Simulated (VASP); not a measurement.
# La5O (P-62m) in VASP: further runs, part 2 of 2

VASP 6.6.1. The steps go on from the part before.

### 3 Single point, PBE

File INCAR:

```
ALGO = Normal ; EDIFF = 1E-6
ENCUT = 520 ; GGA = PE
ISIF = 2 ; ISMEAR = 0
LASPH = T ; LCHARG = F
LREAL = F ; LWAVE = F
NBANDS = 40 ; NELM = 60
PREC = Accurate ; SIGMA = 0.1
```

File KPOINTS:

```
k-points
0
Gamma
  6 6 12
```

File POSCAR:

```
La5O
1.0
    7.7869094179      0.0000000033      0.0000000000
   -3.8934547118      6.7436613712      0.0000000000
    0.0000000000      0.0000000000      3.5022970104
La O
5 1
Direct
    0.7474440599      0.0000000000      0.0000000000
    0.6666666667      0.3333333333      0.5000000000
    0.2525559401      0.2525559401      0.0000000000
    0.3333333333      0.6666666667      0.5000000000
    0.0000000000      0.7474440599      0.0000000000
    0.0000000000      0.0000000000      0.5000000000
```

Potentials or basis: VASP PAW PBE potentials, release 64 (La, O).

Command:

```console
> cat potpaw_PBE.64/La/POTCAR potpaw_PBE.64/O/POTCAR > POTCAR
> mpirun -np 1 vasp_std > vasp.out
```

OUTCAR:

```text
EDIFF = 1E-6
   ENCUT = 520
   GGA = PE
   ISIF = 2
   ISMEAR = 0
   LASPH = T
   LREAL = F
   NELM = 60
   PREC = Accurate

 ion  position               nearest neighbor table
   1  0.747  0.000  0.000-   6 2.63   6 2.63   5 3.41   3 3.41   2 3.44   2 3.44   4 3.44   4 3.44

   2  0.667  0.333  0.500-   1 3.44   1 3.44   5 3.44   5 3.44   3 3.44   3 3.44
   3  0.253  0.253  0.000-   6 2.63   6 2.63   5 3.41   1 3.41   4 3.44   4 3.44   2 3.44   2 3.44

   4  0.333  0.667  0.500-   5 3.44   5 3.44   1 3.44   1 3.44   3 3.44   3 3.44
   5  0.000  0.747  0.000-   6 2.63   6 2.63   3 3.41   1 3.41   4 3.44   4 3.44   2 3.44   2 3.44

   6  0.000  0.000  0.500-   5 2.63   5 2.63   3 2.63   3 2.63   1 2.63   1 2.63

  LATTYP: Found a hexagonal cell.
 ALAT       =     7.7869094179
 C/A-ratio  =     0.4497672725

  Lattice vectors:

 A1 = (   7.7869094179,   0.0000000033,   0.0000000000)
 A2 = (  -3.8934547118,   6.7436613712,   0.0000000000)
 A3 = (   0.0000000000,   0.0000000000,   3.5022970104)

Analysis of symmetry for initial positions (statically):
=====================================================================
 Subroutine PRICEL returns:
 Original cell was already a primitive cell.

 Routine SETGRP: Setting up the symmetry group for a
 hexagonal supercell.

 Subroutine GETGRP returns: Found 12 space group operations
 (whereof 12 operations were pure point group operations)
 out of a pool of 24 trial point group operations.

The static configuration has the point symmetry D_3h.

Analysis of symmetry for dynamics (positions and initial velocities):
=====================================================================
 Subroutine PRICEL returns:
 Original cell was already a primitive cell.

 Routine SETGRP: Setting up the symmetry group for a
 hexagonal supercell.

 Subroutine GETGRP returns: Found 12 space group operations
 (whereof 12 operations were pure point group operations)
 out of a pool of 24 trial point group operations.
[... 131 lines left out ...]
  Fermi-wavevector in a.u.,A,eV,Ry     =   1.133218  2.141472 17.472373  1.284183
  Thomas-Fermi vector in A             =   2.269920
   LORBIT       =      0    0 simple, 1 ext, 2 COOP (PROOUT), +10 PAW based schemes
   GGA     = PE    functional components
   LHFCALC =     F    Hartree Fock is set to
   AEXX    =    0.0000 exact exchange contribution
   IVDW    =     0    specifies the selected vdW correction
   LEPSILON=     F    determine dielectric tensor
   LRPA    =     F    only Hartree local field effects (RPA)
 non-spin polarized calculation
 Gauss-broadening in eV      SIGMA  =   0.10
  energy-cutoff  :      520.00
  volume of cell :      183.91
 maximum number of plane-waves:      4982
 NGX is ok and might be reduce to    60
   NGX = 29   NGY = 29   NGZ = 13

 number of electron      60.9999993 magnetization

 Free energy of the ion-electron system (eV)
  ---------------------------------------------------
  ext. energy  EPLUGINS =         0.00000000
  ---------------------------------------------------
  free energy    TOTEN  =       -31.84910556 eV

  energy without entropy =      -31.80144705  energy(sigma->0) =      -31.82527631

 E-fermi :   8.1769     XC(G=0):  -9.7417

 val. band max:        8.1646779572   @ k =   0.3333   0.0000   0.4167
 cond. band min:       8.1807062684   @ k =   0.1667   0.1667   0.2500
 fundamental gap:      0.0160283112
 Fermi energy:         8.1769280190

 k-point     1 :       0.0000    0.0000    0.0000
  band No.  band energies     occupation
      1     -24.8406      2.00000
      2     -24.5851      2.00000
      3     -24.5851      2.00000
      4     -24.4319      2.00000
      5     -24.3394      2.00000
      6     -11.3189      2.00000
[... 1021 lines left out ...]
     39       9.5430      0.00000
     40       9.6968      0.00000

 [... further k-points ...]

------------------------ aborting loop because EDIFF is reached ----------------------------------------

  FORCE on cell =-STRESS in cart. coord.  units (eV):
  Direction    XX          YY          ZZ          XY          YZ          ZX
  --------------------------------------------------------------------------------------
  -------------------------------------------------------------------------------------
  Total       -0.0242165     -0.0242165     -0.0205110     -0.0000000      0.0000000      0.0000000
  in kB       -0.2109638     -0.2109638     -0.1786835     -0.0000000      0.0000000      0.0000000
  external PRESSURE =      -0.2002037 kB  Pullay stress =       0.0000000 kB

 VOLUME and BASIS-vectors are now :
 -----------------------------------------------------------------------------
  energy-cutoff  :      520.00
  volume of cell :      183.91
      direct lattice vectors                 reciprocal lattice vectors
     7.786909418  0.000000003  0.000000000     0.128420654  0.074143699  0.000000000
    -3.893454712  6.743661371  0.000000000    -0.000000000  0.148287398  0.000000000
     0.000000000  0.000000000  3.502297010     0.000000000  0.000000000  0.285526898

 POSITION                                       TOTAL-FORCE (eV/Angst)
 -----------------------------------------------------------------------------------
      5.82028      0.00000      0.00000         0.006902      0.000000      0.000000
      3.89345      2.24789      1.75115        -0.000000     -0.000000      0.000000
      0.98332      1.70315      0.00000        -0.003451     -0.005978      0.000000
     -0.00000      4.49577      1.75115        -0.000000     -0.000000      0.000000
     -2.91014      5.04051      0.00000        -0.003451      0.005978      0.000000
      0.00000      0.00000      1.75115        -0.000000     -0.000000      0.000000
 -----------------------------------------------------------------------------------
    total drift:                                0.000000      0.000000     -0.000000

  FREE ENERGIE OF THE ION-ELECTRON SYSTEM (eV)
  ---------------------------------------------------
  free  energy   TOTEN  =       -31.8491055630 eV

  energy  without entropy=      -31.8014470532  energy(sigma->0) =      -31.82527631
```

OSZICAR:

```text
N       E                     dE             d eps       ncg     rms          rms(c)
DAV:   1     0.859334264532E+03    0.85933E+03   -0.20378E+04  3920   0.213E+03
DAV:   2     0.211132594320E+03   -0.64820E+03   -0.62711E+03  5816   0.430E+02
DAV:   3     0.418263637683E+01   -0.20695E+03   -0.20327E+03  6568   0.292E+02
DAV:   4    -0.284627501487E+02   -0.32645E+02   -0.31777E+02  7760   0.123E+02
DAV:   5    -0.327701408733E+02   -0.43074E+01   -0.41325E+01  7744   0.462E+01    0.101E+01
DAV:   6    -0.317441213258E+02    0.10260E+01   -0.21757E+01  7024   0.251E+01    0.567E+00
DAV:   7    -0.318329564328E+02   -0.88835E-01   -0.40807E+00  7552   0.150E+01    0.267E+00
DAV:   8    -0.318530681707E+02   -0.20112E-01   -0.73305E-01  7368   0.646E+00    0.954E-01
DAV:   9    -0.318461030035E+02    0.69652E-02   -0.16854E-01  7464   0.283E+00    0.242E-01
DAV:  10    -0.318485808623E+02   -0.24779E-02   -0.26432E-02  7536   0.130E+00    0.103E-01
DAV:  11    -0.318490467989E+02   -0.46594E-03   -0.40943E-03  7840   0.519E-01    0.724E-02
DAV:  12    -0.318490830720E+02   -0.36273E-04   -0.92924E-04  7416   0.261E-01    0.278E-02
DAV:  13    -0.318491000716E+02   -0.17000E-04   -0.23113E-04  7640   0.120E-01    0.600E-03
DAV:  14    -0.318491046691E+02   -0.45975E-05   -0.36539E-05  6528   0.452E-02    0.274E-03
DAV:  15    -0.318491055630E+02   -0.89396E-06   -0.82876E-06  4784   0.223E-02
   1 F= -.31849106E+02 E0= -.31825276E+02  d E =-.476585E-01
```

Wall time 14 min (1 thread of Intel Xeon 8259CL, shared host); peak memory 0.5 GiB.

What came out:

| Quantity | Value |
| --- | --- |
| Free energy | -31.8491 eV |
| Pressure | 0.0 GPa |
| Largest force | 0.007 eV/Å |
| Band gap on the k mesh | zero (an odd number of electrons rules out a gap without spin polarisation) |

Forces in eV/Å, atoms in the order of the input:
```
La   0.007  0.000  0.000
La   0.000  0.000  0.000
La  -0.003 -0.006  0.000
La   0.000  0.000  0.000
La  -0.003  0.006  0.000
O    0.000  0.000  0.000
```

Caveat: spin-orbit coupling is left out, which moves the levels of the heavy elements.
